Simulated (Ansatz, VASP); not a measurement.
Two plane-wave programs on LiH

```xyz
2
Lattice="0.0000 2.0232 2.0232 2.0232 0.0000 2.0232 2.0232 2.0232 0.0000" Properties=species:S:1:pos:R:3 pbc="T T T"
Li    0.0000    0.0000    0.0000
H     2.0232    2.0232    2.0232
```

Alike in both runs: task single point; functional PBE; k mesh 10 × 10 × 10; occupations gaussian, width 0.02 eV; no spin polarisation.

|  | VASP | Ansatz |
| --- | --- | --- |
| version | VASP 6.6.1 | Ansatz 0.2.0 |
| potentials or method | VASP PAW PBE potentials, release 64 (Li_sv, H), cutoff 520 eV | scalar-relativistic, plane waves, PAW |
| valence electrons in the cell | 4 | 4 |

```tsv
	VASP	Ansatz	Ansatz less VASP
gap on the k mesh at the Fermi level (eV)	3.00	3.01	+0.007
least direct gap on the mesh (eV)	3.00	3.01	+0.007
```

With one functional, cell and mesh, what is left measures potentials, basis and numerics.

Noted on VASP's run: the cutoff is short for stress, so the pressure is rough.
